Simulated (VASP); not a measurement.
Here is a VASP 6.6.1 calculation.

File INCAR:

```
SYSTEM = F
ALGO = Normal
EDIFF = 1E-6
ENCUT = 520
GGA = PE
ISIF = 2
ISMEAR = -1
LASPH = .TRUE.
LCHARG = .FALSE.
LREAL = .FALSE.
LWAVE = .FALSE.
NBANDS = 10
NELM = 60
PREC = Accurate
SIGMA = 0.06122561905347299
```

The input KPOINTS:

```
k-points
0
G
  28 28 28
  0 0 0
```

Contents of POSCAR:

```
F
1.0
   -1.3875960034      1.3875960034      1.3875960034
    1.3875960034     -1.3875960034      1.3875960034
    1.3875960034      1.3875960034     -1.3875960034
F
1
Direct
    0.0000000000      0.0000000000      0.0000000000
```

Potentials or basis: VASP PAW PBE potentials, release 64 (F).

The run is started by

```console
$ cat potpaw_PBE.64/F/POTCAR > POTCAR
$ mpirun -np 1 vasp_std > vasp.out
```

Problem. Predict the pressure.

Solution. -3.2 GPa.

Caveat: an odd number of electrons without spin polarisation forces a metal; a magnetic or distorted state may lie lower.
